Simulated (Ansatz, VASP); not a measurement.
**PbO in VASP and in Ansatz**

File INCAR:

```
SYSTEM = PbO
PREC = Accurate
ENCUT = 520
EDIFF = 1E-6
ISMEAR = 0
SIGMA = 0.05
LREAL = .FALSE.
LASPH = .TRUE.
NELM = 100
ALGO = Normal
ISIF = 2
LWAVE = .FALSE.
LCHARG = .TRUE.
GGA = PE
LELF = .TRUE.
LVHAR = .TRUE.
NBANDS = 28
```

KPOINTS

```
regular mesh
0
G
  8 8 6
  0 0 0
```

The input POSCAR:

```
PbO
1.0
    3.9147840000      0.0000000000      0.0000000000
    0.0000000000      3.9147840000      0.0000000000
    0.0000000000      0.0000000000      4.8713400000
Pb O
2 2
Direct
    0.0000000000      0.5000000000      0.2351000000
    0.5000000000      0.0000000000      0.7649000000
    0.0000000000      0.0000000000      0.0000000000
    0.5000000000      0.5000000000      0.0000000000
```

Input for Ansatz:

```yaml
crystal:
  lattice:
    - [3.914784, 0.0, 0.0]
    - [0.0, 3.914784, 0.0]
    - [0.0, 0.0, 4.87134]
  atoms:
    - { symbol: Pb, position: [0.0, 0.5, 0.2351] }
    - { symbol: Pb, position: [0.5, 0.0, 0.7649] }
    - { symbol: O, position: [0.0, 0.0, 0.0] }
    - { symbol: O, position: [0.5, 0.5, 0.0] }
basis:
  ecutwfc: 420
kpoints:
  mp_grid: { grid: [8, 8, 6] }
hamiltonian:
  xc: pbe
scf:
  occupations: { method: gaussian, width: 0.05 }
output:
  forces: true
  stress: true
  eigenvalues: true
```

Change from the starting cell: strain -0.015 along x and y, -0.030 along z, atoms carried along.

Alike in both runs: task single point; functional PBE; k mesh 8 × 8 × 6; occupations gaussian, width 0.05 eV; no spin polarisation.

|  | VASP | Ansatz |
| --- | --- | --- |
| version | VASP 6.6.1 | Ansatz 0.2.0 |
| potentials or method | VASP PAW PBE potentials, release 64 (Pb_d, O), cutoff 520 eV | scalar-relativistic, plane waves, PAW |
| valence electrons in the cell | 40 | 40 |

|  | VASP | Ansatz | Ansatz less VASP |
| --- | --- | --- | --- |
| gap on the k mesh at the Fermi level (eV) | 1.18 | 1.17 | -0.010 |
| least direct gap on the mesh (eV) | 2.37 | 2.39 | +0.018 |
| pressure (GPa) | 11.2 | 11.1 | -0.12 |
| traceless stress, the component that is largest in VASP (GPa) | -1.08 | -1.06 | +0.022 |
| rms of the force components (eV/Å) | 0.601 | 0.579 | -0.0216 |

Atom by atom the forces differ by 0.022 eV/Å (rms over components).

Spin-orbit coupling is off throughout.
